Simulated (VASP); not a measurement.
# Cu (P6_3/mmc) in VASP: a series of runs

The runs below take Cu through single point, with PBEsol.

Program: VASP 6.6.1. These are calculated values, not measurements. Logs are shortened: lines on timing, memory, paths and dates and some standing lists are left out, and cuts for length are marked.

## 1. The cell of the first run

Symmetry: P6_3/mmc, No. 194, hexagonal system. Conventional cell: a = 2.556 Å, b = 2.556 Å, c = 4.149 Å, α = 90.00°, β = 90.00°, γ = 120.00°. Within 3.4 Å of Cu (site symmetry -6m2) lie 12 Cu at 2.55 to 2.56 Å.

## 2. Single point, PBEsol

Input file INCAR:

```
SYSTEM = Cu
ALGO     = Normal         ! electronic algorithm
EDIFF    = 1E-6           ! SCF threshold, eV
ENCUT    = 520            ! plane-wave cutoff, eV
GGA      = PS             ! functional
ISIF     = 2              ! what is computed and relaxed
ISMEAR   = -1             ! smearing method
LASPH    = .True.         ! aspherical terms in the spheres
LCHARG   = .True.         ! write CHGCAR
LELF     = .True.         ! ELF
LREAL    = .False.        ! projectors in reciprocal space
LVHAR    = .True.       
LWAVE    = .False.        ! write WAVECAR
NBANDS   = 18             ! bands
NELM     = 100            ! most SCF steps
PREC     = Accurate       ! precision mode
SIGMA    = 0.15           ! smearing width, eV
```

Input file KPOINTS:

```
k-points
0
Gamma
  10 10 6
  0 0 0
```

Input file POSCAR:

```
Cu
1.0
    2.5564246634      0.0000000000      0.0000000000
   -1.2782123266      2.2139286995      0.0000000000
    0.0000000000      0.0000000000      4.1488069728
Cu
2
Direct
    0.3333333333      0.6666666667      0.2500000000
    0.6666666667      0.3333333333      0.7500000000
```

Potentials or basis: VASP PAW PBE potentials, release 64 (Cu).

The run is started by

```console
$ cat potpaw_PBE.64/Cu/POTCAR > POTCAR
$ mpirun -np 1 vasp_std > vasp.out
```

OUTCAR:

```text
SYSTEM = Cu
   EDIFF = 1E-6
   ENCUT = 520
   GGA = PS
   ISIF = 2
   ISMEAR = -1
   LASPH = .True.
   LREAL = .False.
   NELM = 100
   PREC = Accurate

 ion  position               nearest neighbor table
   1  0.333  0.667  0.250-   2 2.55   2 2.55   2 2.55   2 2.55   2 2.55   2 2.55
   2  0.667  0.333  0.750-   1 2.55   1 2.55   1 2.55   1 2.55   1 2.55   1 2.55

  LATTYP: Found a hexagonal cell.
 ALAT       =     2.5564246634
 C/A-ratio  =     1.6228942836

  Lattice vectors:

 A1 = (   2.5564246634,   0.0000000000,   0.0000000000)
 A2 = (  -1.2782123266,   2.2139286995,   0.0000000000)
 A3 = (   0.0000000000,   0.0000000000,   4.1488069728)

Analysis of symmetry for initial positions (statically):
=====================================================================
 Subroutine PRICEL returns:
 Original cell was already a primitive cell.

 Routine SETGRP: Setting up the symmetry group for a
 hexagonal supercell.

 Subroutine GETGRP returns: Found 24 space group operations
 (whereof 12 operations were pure point group operations)
 out of a pool of 24 trial point group operations.

The static configuration has the point symmetry D_3d.
 The point group associated with its full space group is D_6h.

Analysis of symmetry for dynamics (positions and initial velocities):
=====================================================================
 Subroutine PRICEL returns:
 Original cell was already a primitive cell.

 Routine SETGRP: Setting up the symmetry group for a
 hexagonal supercell.

 Subroutine GETGRP returns: Found 24 space group operations
 (whereof 12 operations were pure point group operations)
 out of a pool of 24 trial point group operations.

The dynamic configuration has the point symmetry D_3d.
 The point group associated with its full space group is D_6h.

 Subroutine INISYM returns: Found 24 space group operations
 (whereof 12 operations are pure point group operations),
 and found     1 'primitive' translations

----------------------------------------------------------------------------------------

                                     Primitive cell

  volume of cell :      23.4812

  direct lattice vectors                    reciprocal lattice vectors
     2.556424663  0.000000000  0.000000000     0.391171316  0.225842864  0.000000000
    -1.278212327  2.213928699  0.000000000     0.000000000  0.451685730  0.000000000
     0.000000000  0.000000000  4.148806973     0.000000000  0.000000000  0.241033147

  length of vectors
     2.556424663  2.556424659  4.148806973     0.451685729  0.451685730  0.241033147

  position of ions in fractional coordinates (direct lattice)
     0.333333333  0.666666667  0.250000000
     0.666666667  0.333333333  0.750000000

  ion indices of the primitive-cell ions
   primitive index   ion index
                 1           1
                 2           2

----------------------------------------------------------------------------------------

 KPOINTS: k-points

Automatic generation of k-mesh.
 Grid dimensions read from file:
 generate k-points for:   10   10    6

 Generating k-lattice:

  Cartesian coordinates                     Fractional coordinates (reciprocal lattice)
     0.039117132  0.022584286  0.000000000     0.100000000 -0.000000000  0.000000000
     0.000000000  0.045168573  0.000000000     0.000000000  0.100000000  0.000000000
     0.000000000  0.000000000  0.040172191     0.000000000  0.000000000  0.166666667

  Length of vectors
     0.045168573  0.045168573  0.040172191

  Shift w.r.t. Gamma in fractional coordinates (k-lattice)
     0.000000000  0.000000000  0.000000000

 Subroutine IBZKPT returns following result:
 ===========================================

 Found     56 irreducible k-points:

 Following reciprocal coordinates:
            Coordinates               Weight
  0.000000  0.000000  0.000000      1.000000
  0.100000  0.000000  0.000000      6.000000
  0.200000  0.000000  0.000000      6.000000
  0.300000  0.000000  0.000000      6.000000
  0.400000  0.000000  0.000000      6.000000
  0.500000  0.000000  0.000000      3.000000
[... 16 lines left out ...]
  0.300000  0.100000  0.166667     24.000000
  0.400000  0.100000  0.166667     24.000000
 [... further k-points ...]
   k-points           NKPTS =     56   k-points in BZ     NKDIM =     56   number of bands    NBANDS=     18
   number of dos      NEDOS =    301   number of ions     NIONS =      2
   total plane-waves  NPLWV =  12800
   dimension x,y,z NGX =    20 NGY =   20 NGZ =   32
   dimension x,y,z NGXF=    40 NGYF=   40 NGZF=   64
   ions per type =               2
   NGX,Y,Z   is equivalent  to a cutoff of  13.01, 13.01, 12.82 a.u.
   NGXF,Y,Z  is equivalent  to a cutoff of  26.01, 26.01, 25.65 a.u.
 SYSTEM =  Cu
   PREC   = accura    normal or accurate (medium, high low for compatibility)
   ISTART =      0    job   : 0-new  1-cont  2-samecut
   ICHARG =      2    charge: 1-file 2-atom 10-const
   ISPIN  =      1    spin polarized calculation?
   LNONCOLLINEAR =      F non collinear calculations
   LSORBIT =      F    spin-orbit coupling
   LASPH  =      T    aspherical Exc in radial PAW
   ENCUT  =  520.0 eV  38.22 Ry    6.18 a.u.   4.75  4.75  7.71*2*pi/ulx,y,z
   NELM   =    100;   NELMIN=  2; NELMDL= -5     # of ELM steps
   EDIFF  = 0.1E-05   stopping-criterion for ELM
   LREAL  =      F    real-space projection
   EDIFFG = 0.1E-04   stopping-criterion for IOM
   NSW    =      0    number of steps for IOM
   IBRION =     -1    ionic relax: 0-MD 1-quasi-New 2-CG
   NFREE  =      0    steps in history (QN), initial steepest desc. (CG)
   ISIF   =      2    stress and relaxation
   ISYM   =      2    0-nonsym 1-usesym 2-fastsym
   POTIM  = 0.5000    time-step for ionic-motion
   TEBEG  =    0.0;   TEEND  =   0.0 temperature during run
   PSTRESS=    0.0 pullay stress
   NELECT =      22.0000    total number of electrons
   NUPDOWN=      -1.0000    fix difference up-down
   EMIN   =  10.00;   EMAX   =-10.00  energy-range for DOS
   EFERMI =   0.00;   METHOD = LEGACY
   ISMEAR =    -1;   SIGMA  =   0.15  broadening in eV -4-tet -1-fermi 0-gaus
   EFERMI_NEDOS =   21; number of points for ismear=-14 and -15
   IALGO  =     38    algorithm
   IMIX   =      4    mixing-type and parameters
     AMIX     =   0.40;   BMIX     =  1.00
     AMIX_MAG =   1.60;   BMIX_MAG =  1.00
  volume/ion in A,a.u.               =      11.74        79.23
  Fermi-wavevector in a.u.,A,eV,Ry     =   1.601926  3.027201 34.914819  2.566167
  Thomas-Fermi vector in A             =   2.698827
   LORBIT       =      0    0 simple, 1 ext, 2 COOP (PROOUT), +10 PAW based schemes
   GGA     = PS    functional components
   LHFCALC =     F    Hartree Fock is set to
   AEXX    =    0.0000 exact exchange contribution
   IVDW    =     0    specifies the selected vdW correction
   LEPSILON=     F    determine dielectric tensor
   LRPA    =     F    only Hartree local field effects (RPA)
 non-spin polarized calculation
  energy-cutoff  :      520.00
  volume of cell :       23.48
 maximum number of plane-waves:       648
 NGX is ok and might be reduce to    20
   NGX =  9   NGY =  9   NGZ = 15

 number of electron      21.9999990 magnetization

 Free energy of the ion-electron system (eV)
  ---------------------------------------------------
  ext. energy  EPLUGINS =         0.00000000
  ---------------------------------------------------
  free energy    TOTEN  =        -8.60284367 eV

  energy without entropy =       -8.54568213  energy(sigma->0) =       -8.57426290

 E-fermi :   7.4128     XC(G=0): -12.9425

 val. band max:        7.4082877042   @ k =   0.4000   0.1000   0.3333
 cond. band min:       7.4448394792   @ k =   0.5000   0.0000   0.0000
 fundamental gap:      0.0365517750
 Fermi energy:         7.4128327176

 k-point     1 :       0.0000    0.0000    0.0000
  band No.  band energies     occupation
      1      -1.9608      2.00000
      2       2.3558      2.00000
      3       4.4423      2.00000
      4       4.4845      2.00000
      5       4.4845      2.00000
      6       4.6993      2.00000
[... 10 lines left out ...]
     17      30.8086      0.00000
     18      30.8088      0.00000

 k-point     2 :       0.1000    0.0000    0.0000
  band No.  band energies     occupation
      1      -1.6385      2.00000
      2       2.5367      2.00000
      3       4.2723      2.00000
      4       4.6011      2.00000
      5       4.6055      2.00000
      6       4.6663      2.00000
[... 10 lines left out ...]
     17      31.7936      0.00000
     18      32.1959      0.00000

 k-point     3 :       0.2000    0.0000    0.0000
  band No.  band energies     occupation
      1      -0.7050      2.00000
      2       2.9478      2.00000
      3       4.0461      2.00000
      4       4.0662      2.00000
      5       4.4914      2.00000
      6       4.7369      2.00000
[... 10 lines left out ...]
     17      27.7248      0.00000
     18      29.5665      0.00000

 k-point     4 :       0.3000    0.0000    0.0000
  band No.  band energies     occupation
      1       0.6941      2.00000
      2       3.1409      2.00000
      3       3.5243      2.00000
      4       3.9837      2.00000
      5       4.4810      2.00000
      6       4.5631      2.00000
[... 375 lines left out ...]
      4       3.9072      2.00000
      5       4.3713      2.00000
      6       4.5879      2.00000
[... 10 lines left out ...]
     17      26.5213      0.00000
     18      28.6296      0.00000

 k-point    23 :       0.3000    0.1000    0.1667
  band No.  band energies     occupation
      1       1.7604      2.00000
      2       3.1860      2.00000
      3       3.3497      2.00000
      4       3.8815      2.00000
      5       4.3953      2.00000
      6       4.6315      2.00000
[... 10 lines left out ...]
     17      25.0033      0.00000
     18      25.4064      0.00000

 k-point    24 :       0.4000    0.1000    0.1667
  band No.  band energies     occupation
      1       2.5499      2.00000
      2       3.0332      2.00000
      3       3.3860      2.00000
      4       3.7902      2.00000
      5       4.3725      2.00000
      6       4.7888      2.00000
[... 10 lines left out ...]
     17      21.7597      0.00000
     18      24.7152      0.00000

 [... further k-points ...]
[... 5 lines left out ...]
  --------------------------------------------------------------------------------------
  -------------------------------------------------------------------------------------
  Total       -0.7081666     -0.7081666     -0.5909258     -0.0000000     -0.0000000      0.0000000
  in kB      -48.3199160    -48.3199159    -40.3202937     -0.0000001     -0.0000000      0.0000000
  external PRESSURE =     -45.6533752 kB  Pullay stress =       0.0000000 kB

 VOLUME and BASIS-vectors are now :
 -----------------------------------------------------------------------------
  energy-cutoff  :      520.00
  volume of cell :       23.48
      direct lattice vectors                 reciprocal lattice vectors
     2.556424663  0.000000000  0.000000000     0.391171316  0.225842864  0.000000000
    -1.278212327  2.213928699  0.000000000     0.000000000  0.451685730  0.000000000
     0.000000000  0.000000000  4.148806973     0.000000000  0.000000000  0.241033147

 POSITION                                       TOTAL-FORCE (eV/Angst)
 -----------------------------------------------------------------------------------
      0.00000      1.47595      1.03720         0.000000     -0.000000      0.000000
      1.27821      0.73798      3.11161        -0.000000      0.000000      0.000000
 -----------------------------------------------------------------------------------
    total drift:                               -0.000000      0.000000     -0.000000

  FREE ENERGIE OF THE ION-ELECTRON SYSTEM (eV)
  ---------------------------------------------------
  free  energy   TOTEN  =        -8.6028436683 eV

  energy  without entropy=       -8.5456821260  energy(sigma->0) =       -8.57426290
```

Wall time 12 s (1 thread of Intel Xeon Platinum 8488C (Sapphire Rapids), shared host); peak memory 0.14 GiB.

Results:

| Property | Result |
| --- | --- |
| Free energy | -8.6028 eV |
| Pressure | -4.6 GPa |
| Band gap on the k mesh | zero (band 11 reaches 10.50 eV, above the bottom of band 12 at 5.51 eV) |

Levels at points of the mesh, in eV from the Fermi level:
```tsv
k point	band 7	band 8	band 9	band 10	band 11	band 12	band 13	band 14	band 15	band 16
(0.00, 0.00, 0.00)	-2.71	-2.45	-2.45	-1.67	-1.67	-0.94	3.91	21.36	21.70	21.70
(0.50, 0.00, 0.00)	-2.67	-1.59	-1.53	-1.49	0.03	1.58	7.84	8.22	10.77	11.11
(0.00, 0.00, 0.50)	-2.97	-2.97	-1.90	-1.90	-1.90	-1.90	12.68	12.68	22.06	22.06
(0.50, 0.00, 0.50)	-1.85	-1.85	-1.53	-1.53	0.51	0.51	4.89	4.89	16.10	16.10
```

Caveat: the PAW data sets were made with another functional, which shifts forces and pressure a little.

## 3. Single point, PBEsol

This run uses another cell than the first one, of 12.05 Å³/atom, 1.026 times its volume.

Input file INCAR:

```
SYSTEM = Cu
PREC = Accurate ; ENCUT = 520
EDIFF = 1E-7 ; ISMEAR = -1
SIGMA = 0.15 ; LREAL = .False.
LASPH = .True. ; NELM = 100
ALGO = Normal ; ISIF = 2
LWAVE = .False. ; LCHARG = .False.
GGA = PS ; NBANDS = 18
```

Input file KPOINTS:

```
regular mesh
0
Gamma
  10 10 6
  0 0 0
```

Input file POSCAR:

```
Cu
1.0
    2.5783692961      0.0000000000      0.0000000000
   -1.2891846430      2.2329333088      0.0000000000
    0.0000000000      0.0000000000      4.1844207918
Cu
2
Direct
    0.3333333333      0.6666666667      0.2500000000
    0.6666666667      0.3333333333      0.7500000000
```

Potentials or basis: VASP PAW PBE potentials, release 64 (Cu).

The run is started by

```console
$ cat potpaw_PBE.64/Cu/POTCAR > POTCAR
$ mpirun -np 1 vasp_std > vasp.out
```

Run time: 14 s. Hardware: 1 thread of Intel Xeon Platinum 8488C (Sapphire Rapids), shared host; peak memory 0.14 GiB.

It converged, with:

```yaml
Free_energy: -8.5794 eV
Pressure: -7.9 GPa
Band_gap_on_the_k_mesh: zero (band 11 reaches 10.14 eV, above the bottom of band 12 at 5.24 eV)
```

Stress tensor (GPa, compression positive):
```
-8.11  0.00  0.00
 0.00 -8.11  0.00
 0.00  0.00 -7.44
```

Levels at points of the mesh, in eV from the Fermi level:
```csv
k point,band 8,band 9,band 10,band 11,band 12,band 13,band 14,band 15
"(0.00, 0.00, 0.00)",-2.39,-2.39,-1.65,-1.65,-0.87,3.78,21.16,21.31
"(0.50, 0.00, 0.00)",-1.57,-1.51,-1.47,0.03,1.53,7.72,8.07,10.61
"(0.00, 0.00, 0.50)",-2.90,-1.86,-1.86,-1.86,-1.86,12.47,12.47,21.84
"(0.50, 0.00, 0.50)",-1.81,-1.51,-1.51,0.53,0.53,4.75,4.75,15.84
```

Caveat: the PAW data sets were made with another functional, which shifts forces and pressure a little.

## 4. Single point, PBEsol

This run uses another cell than the first one, of 12.35 Å³/atom, 1.052 times its volume.

Input file INCAR:

```
SYSTEM = Cu
  PREC = Accurate
  ENCUT = 520
  EDIFF = 1E-6
  ISMEAR = -1
  SIGMA = 0.15
  LREAL = .FALSE.
  LASPH = .TRUE.
  NELM = 80
  ALGO = Normal
  ISIF = 2
  LWAVE = .FALSE.
  LCHARG = .FALSE.
  GGA = PS
  NBANDS = 18
```

Input file KPOINTS:

```
regular mesh
0
G
  10 10 6
  0 0 0
```

Input file POSCAR:

```
Cu
1.0
    2.5999466114      0.0000000000      0.0000000000
   -1.2999733005      2.2516198120      0.0000000000
    0.0000000000      0.0000000000      4.2194384934
Cu
2
Direct
    0.3333333333      0.6666666667      0.2500000000
    0.6666666667      0.3333333333      0.7500000000
```

Potentials or basis: VASP PAW PBE potentials, release 64 (Cu).

The run is started by

```console
$ cat potpaw_PBE.64/Cu/POTCAR > POTCAR
$ mpirun -np 1 vasp_std > vasp.out
```

OUTCAR:

```text
SYSTEM = Cu
   PREC = Accurate
   ENCUT = 520
   EDIFF = 1E-6
   ISMEAR = -1
   LREAL = .FALSE.
   LASPH = .TRUE.
   NELM = 80
   ISIF = 2
   GGA = PS

 ion  position               nearest neighbor table
   1  0.333  0.667  0.250-   2 2.59   2 2.59   2 2.59   2 2.59   2 2.59   2 2.59
   2  0.667  0.333  0.750-   1 2.59   1 2.59   1 2.59   1 2.59   1 2.59   1 2.59

  LATTYP: Found a hexagonal cell.
 ALAT       =     2.5999466114
 C/A-ratio  =     1.6228942836

  Lattice vectors:

[... 692 lines left out ...]

------------------------ aborting loop because EDIFF is reached ----------------------------------------

  FORCE on cell =-STRESS in cart. coord.  units (eV):
  Direction    XX          YY          ZZ          XY          YZ          ZX
  --------------------------------------------------------------------------------------
  -------------------------------------------------------------------------------------
  Total       -1.6840614     -1.6840614     -1.5980794     -0.0000000      0.0000000      0.0000000
  in kB     -109.2331256   -109.2331254   -103.6560826     -0.0000003      0.0000000      0.0000000
  external PRESSURE =    -107.3741112 kB  Pullay stress =       0.0000000 kB

 VOLUME and BASIS-vectors are now :
 -----------------------------------------------------------------------------
  energy-cutoff  :      520.00
  volume of cell :       24.70
      direct lattice vectors                 reciprocal lattice vectors
     2.599946611  0.000000000  0.000000000     0.384623282  0.222062355  0.000000000
    -1.299973301  2.251619812  0.000000000     0.000000000  0.444124712  0.000000000
     0.000000000  0.000000000  4.219438493     0.000000000  0.000000000  0.236998359

 POSITION                                       TOTAL-FORCE (eV/Angst)
 -----------------------------------------------------------------------------------
      0.00000      1.50108      1.05486        -0.000000      0.000000      0.000000
      1.29997      0.75054      3.16458         0.000000      0.000000      0.000000
 -----------------------------------------------------------------------------------
    total drift:                                0.000000     -0.000000      0.000000

  FREE ENERGIE OF THE ION-ELECTRON SYSTEM (eV)
  ---------------------------------------------------
  free  energy   TOTEN  =        -8.5442308475 eV

  energy  without entropy=       -8.4867067691  energy(sigma->0) =       -8.51546881
```

It took 14 s on 1 thread of Intel Xeon Platinum 8488C (Sapphire Rapids), shared host; peak memory 0.14 GiB.

Results:

| Item | Value |
| --- | --- |
| Free energy | -8.5442 eV |
| Pressure | -10.7 GPa |
| Band gap on the k mesh | zero (band 11 reaches 9.80 eV, above the bottom of band 12 at 4.97 eV) |

Stress tensor (GPa, compression positive):
```
-10.92   0.00   0.00
  0.00 -10.92   0.00
  0.00   0.00 -10.37
```

Caveat: the PAW data sets were made with another functional, which shifts forces and pressure a little.

## 5. Summary

```csv
cell,gap on the mesh (eV),pressure (GPa)
"a = 2.556, b = 2.556, c = 4.149 Å, angles 90.0, 90.0, 120.0°, 2 atoms",none,-4.6
"a = 2.578, b = 2.578, c = 4.184 Å, angles 90.0, 90.0, 120.0°, 2 atoms",none,-7.9
"a = 2.600, b = 2.600, c = 4.219 Å, angles 90.0, 90.0, 120.0°, 2 atoms",none,-10.7
```

Alike in all rows: task single point; level PBEsol; potentials or basis VASP PAW PBE potentials, release 64 (Cu); no spin polarisation; k mesh 10 × 10 × 6; cutoff (eV) 520; smearing fermi-dirac 0.15 eV.

Caveats: the PAW data sets were made with another functional, which shifts forces and pressure a little.

Total energies depend on the potentials used, so only differences within one code and one set of settings carry meaning.
